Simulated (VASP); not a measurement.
# Ta (Im-3m) in VASP: further runs, part 2 of 2

VASP 6.6.1. Earlier steps stand in the parts before.

**4. Single point, PBEsol (volume 16.945 Å^3 an atom, c/a of the conventional cell 1.0000)**

INCAR

```
  ALGO = Fast
  EDIFF = 1E-6
  ENCUT = 520
  GGA = PS
  ISIF = 2
  ISMEAR = 0
  LASPH = T
  LCHARG = F
  LREAL = F
  LWAVE = F
  NBANDS = 12
  NELM = 100
  PREC = Accurate
  SIGMA = 0.15
```

KPOINTS

```
k-points
0
Gamma
  22 22 22
```

POSCAR

```
Ta
1.0
   -1.6180571639      1.6180571639      1.6180571639
    1.6180571639     -1.6180571639      1.6180571639
    1.6180571639      1.6180571639     -1.6180571639
Ta
1
Direct
    0.0000000000      0.0000000000      0.0000000000
```

Potentials or basis: VASP PAW PBE potentials, release 64 (Ta_pv).

The run is started by

```sh
cat potpaw_PBE.64/Ta_pv/POTCAR > POTCAR
mpirun -np 1 vasp_std > vasp.out
```

OUTCAR:

```text
EDIFF = 1E-6
   ENCUT = 520
   GGA = PS
   ISIF = 2
   ISMEAR = 0
   LASPH = T
   LREAL = F
   NELM = 100
   PREC = Accurate

 ion  position               nearest neighbor table
   1  0.000  0.000  0.000-

  LATTYP: Found a body centered cubic cell.
 ALAT       =     3.2361143278

  Lattice vectors:

 A1 = (  -1.6180571639,   1.6180571639,   1.6180571639)
 A2 = (   1.6180571639,  -1.6180571639,   1.6180571639)
 A3 = (   1.6180571639,   1.6180571639,  -1.6180571639)

Analysis of symmetry for initial positions (statically):
=====================================================================
 Subroutine PRICEL returns:
 Original cell was already a primitive cell.

 Routine SETGRP: Setting up the symmetry group for a
 body centered cubic supercell.

 Subroutine GETGRP returns: Found 48 space group operations
 (whereof 48 operations were pure point group operations)
 out of a pool of 48 trial point group operations.

The static configuration has the point symmetry O_h .

Analysis of symmetry for dynamics (positions and initial velocities):
=====================================================================
 Subroutine PRICEL returns:
 Original cell was already a primitive cell.

 Routine SETGRP: Setting up the symmetry group for a
 body centered cubic supercell.

 Subroutine GETGRP returns: Found 48 space group operations
 (whereof 48 operations were pure point group operations)
 out of a pool of 48 trial point group operations.

The dynamic configuration has the point symmetry O_h .

 Subroutine INISYM returns: Found 48 space group operations
 (whereof 48 operations are pure point group operations),
 and found     1 'primitive' translations

----------------------------------------------------------------------------------------

                                     Primitive cell

  volume of cell :      16.9450

  direct lattice vectors                    reciprocal lattice vectors
    -1.618057164  1.618057164  1.618057164     0.000000000  0.309012568  0.309012568
     1.618057164 -1.618057164  1.618057164     0.309012568  0.000000000  0.309012568
     1.618057164  1.618057164 -1.618057164     0.309012568  0.309012568  0.000000000

  length of vectors
     2.802557217  2.802557217  2.802557217     0.437009765  0.437009765  0.437009765

  position of ions in fractional coordinates (direct lattice)
     0.000000000  0.000000000  0.000000000

  ion indices of the primitive-cell ions
   primitive index   ion index
                 1           1

----------------------------------------------------------------------------------------

 KPOINTS: k-points

Automatic generation of k-mesh.
 Grid dimensions read from file:
 generate k-points for:   22   22   22

 Generating k-lattice:

  Cartesian coordinates                     Fractional coordinates (reciprocal lattice)
     0.000000000  0.014046026  0.014046026     0.045454545  0.000000000  0.000000000
     0.014046026  0.000000000  0.014046026     0.000000000  0.045454545  0.000000000
     0.014046026  0.014046026  0.000000000     0.000000000  0.000000000  0.045454545

  Length of vectors
     0.019864080  0.019864080  0.019864080

  Shift w.r.t. Gamma in fractional coordinates (k-lattice)
     0.000000000  0.000000000  0.000000000

 Subroutine IBZKPT returns following result:
 ===========================================

 Found    328 irreducible k-points:

 Following reciprocal coordinates:
            Coordinates               Weight
  0.000000  0.000000  0.000000      1.000000
  0.045455  0.000000  0.000000     12.000000
  0.090909  0.000000  0.000000     12.000000
  0.136364  0.000000  0.000000     12.000000
  0.181818  0.000000  0.000000     12.000000
  0.227273  0.000000  0.000000     12.000000
[... 16 lines left out ...]
  0.090909  0.090909  0.000000     24.000000
  0.136364  0.090909 -0.000000     48.000000
 [... further k-points ...]
   k-points           NKPTS =    328   k-points in BZ     NKDIM =    328   number of bands    NBANDS=     12
   number of dos      NEDOS =    301   number of ions     NIONS =      1
   total plane-waves  NPLWV =  13824
   dimension x,y,z NGX =    24 NGY =   24 NGZ =   24
   dimension x,y,z NGXF=    48 NGYF=   48 NGZF=   48
   ions per type =               1
   NGX,Y,Z   is equivalent  to a cutoff of  14.24, 14.24, 14.24 a.u.
   NGXF,Y,Z  is equivalent  to a cutoff of  28.47, 28.47, 28.47 a.u.
 SYSTEM =  unknown system
   PREC   = accura    normal or accurate (medium, high low for compatibility)
   ISTART =      0    job   : 0-new  1-cont  2-samecut
   ICHARG =      2    charge: 1-file 2-atom 10-const
   ISPIN  =      1    spin polarized calculation?
   LNONCOLLINEAR =      F non collinear calculations
   LSORBIT =      F    spin-orbit coupling
   LASPH  =      T    aspherical Exc in radial PAW
   ENCUT  =  520.0 eV  38.22 Ry    6.18 a.u.   5.21  5.21  5.21*2*pi/ulx,y,z
   NELM   =    100;   NELMIN=  2; NELMDL= -5     # of ELM steps
   EDIFF  = 0.1E-05   stopping-criterion for ELM
   LREAL  =      F    real-space projection
   EDIFFG = 0.1E-04   stopping-criterion for IOM
   NSW    =      0    number of steps for IOM
   IBRION =     -1    ionic relax: 0-MD 1-quasi-New 2-CG
   NFREE  =      0    steps in history (QN), initial steepest desc. (CG)
   ISIF   =      2    stress and relaxation
   ISYM   =      2    0-nonsym 1-usesym 2-fastsym
   POTIM  = 0.5000    time-step for ionic-motion
   TEBEG  =    0.0;   TEEND  =   0.0 temperature during run
   PSTRESS=    0.0 pullay stress
   NELECT =      11.0000    total number of electrons
   NUPDOWN=      -1.0000    fix difference up-down
   EMIN   =  10.00;   EMAX   =-10.00  energy-range for DOS
   EFERMI =   0.00;   METHOD = LEGACY
   ISMEAR =     0;   SIGMA  =   0.15  broadening in eV -4-tet -1-fermi 0-gaus
   EFERMI_NEDOS =   21; number of points for ismear=-14 and -15
   IALGO  =     68    algorithm
   IMIX   =      4    mixing-type and parameters
     AMIX     =   0.40;   BMIX     =  1.00
     AMIX_MAG =   1.60;   BMIX_MAG =  1.00
  volume/ion in A,a.u.               =      16.95       114.35
  Fermi-wavevector in a.u.,A,eV,Ry     =   1.417507  2.678700 27.338540  2.009326
  Thomas-Fermi vector in A             =   2.538730
   LORBIT       =      0    0 simple, 1 ext, 2 COOP (PROOUT), +10 PAW based schemes
   GGA     = PS    functional components
   LHFCALC =     F    Hartree Fock is set to
   AEXX    =    0.0000 exact exchange contribution
   IVDW    =     0    specifies the selected vdW correction
   LEPSILON=     F    determine dielectric tensor
   LRPA    =     F    only Hartree local field effects (RPA)
 non-spin polarized calculation
 RMM-DIIS sequential band-by-band and
 Gauss-broadening in eV      SIGMA  =   0.15
  energy-cutoff  :      520.00
  volume of cell :       16.95
 maximum number of plane-waves:       470
 NGX is ok and might be reduce to    24
   NGX = 11   NGY = 11   NGZ = 11

 number of electron      10.9999998 magnetization

 Free energy of the ion-electron system (eV)
  ---------------------------------------------------
  ext. energy  EPLUGINS =         0.00000000
  ---------------------------------------------------
  free energy    TOTEN  =       -12.53619620 eV

  energy without entropy =      -12.52202600  energy(sigma->0) =      -12.52911110

 E-fermi :   5.8179     XC(G=0): -13.0439

 val. band max:        5.8035239893   @ k =  -0.4091   0.5000   0.1818
 cond. band min:       5.8195666408   @ k =  -0.1364   0.2273   0.0455
 fundamental gap:      0.0160426515
 Fermi energy:         5.8179270226

 k-point     1 :       0.0000    0.0000    0.0000
  band No.  band energies     occupation
      1     -26.9546      2.00000
      2     -26.9546      2.00000
      3     -26.9546      2.00000
      4      -2.3369      2.00000
      5       6.5390      0.00000
      6       6.5390      0.00000
      7       6.5390      0.00000
      8      10.0313      0.00000
      9      10.0313      0.00000
     10      21.1532      0.00000
     11      21.1532      0.00000
     12      21.1532      0.00000
[... 331 lines left out ...]
 k-point    24 :       0.1364    0.0909   -0.0000
  band No.  band energies     occupation
      1     -27.4702      2.00000
      2     -27.0882      2.00000
      3     -26.9949      2.00000
      4      -0.6283      2.00000
      5       5.6443      1.89831
      6       5.7897      1.20967
      7       8.4489      0.00000
      8       9.0123      0.00000
      9      10.3247      0.00000
     10      20.6950      0.00000
     11      22.4179      0.00000
     12      23.4356      0.00000

 [... further k-points ...]
[... 5 lines left out ...]
  --------------------------------------------------------------------------------------
  -------------------------------------------------------------------------------------
  Total        1.0180319      1.0180319      1.0180319      0.0000000      0.0000000      0.0000000
  in kB       96.2565766     96.2565766     96.2565766      0.0000000      0.0000000      0.0000000
  external PRESSURE =      96.2565766 kB  Pullay stress =       0.0000000 kB

 VOLUME and BASIS-vectors are now :
 -----------------------------------------------------------------------------
  energy-cutoff  :      520.00
  volume of cell :       16.95
      direct lattice vectors                 reciprocal lattice vectors
    -1.618057164  1.618057164  1.618057164     0.000000000  0.309012568  0.309012568
     1.618057164 -1.618057164  1.618057164     0.309012568  0.000000000  0.309012568
     1.618057164  1.618057164 -1.618057164     0.309012568  0.309012568  0.000000000

 POSITION                                       TOTAL-FORCE (eV/Angst)
 -----------------------------------------------------------------------------------
      0.00000      0.00000      0.00000         0.000000     -0.000000      0.000000
 -----------------------------------------------------------------------------------
    total drift:                                0.000000      0.000000      0.000000

  FREE ENERGIE OF THE ION-ELECTRON SYSTEM (eV)
  ---------------------------------------------------
  free  energy   TOTEN  =       -12.5361961971 eV

  energy  without entropy=      -12.5220260050  energy(sigma->0) =      -12.52911110
```

Wall time 51 s (1 thread of AMD EPYC 9R45 (Zen 5), shared host); peak memory 0.16 GiB.

What came out:

```
Free energy : -12.5362 eV
Pressure    : 9.6 GPa
```

Caveat: the PAW data sets were made with another functional, which shifts forces and pressure a little; spin-orbit coupling is left out, which moves the levels of the heavy elements.

**5. Summary**

| cell | gap on the mesh (eV) | pressure (GPa) |
| --- | --- | --- |
| a = 2.722 Å, angles 109.5°, 1 atom | none | 34.4 |
| a = 2.763 Å, angles 109.5°, 1 atom | none | 20.7 |
| a = 2.803 Å, angles 109.5°, 1 atom | none | 9.6 |

Alike in all rows: task single point; level PBEsol; potentials or basis VASP PAW PBE potentials, release 64 (Ta_pv); no spin polarisation; k mesh 22 × 22 × 22; cutoff (eV) 520; smearing gaussian 0.15 eV.

Caveats: the PAW data sets were made with another functional, which shifts forces and pressure a little; spin-orbit coupling is left out, which moves the levels of the heavy elements.

Absolute energies hang on the potentials; compare differences alone.
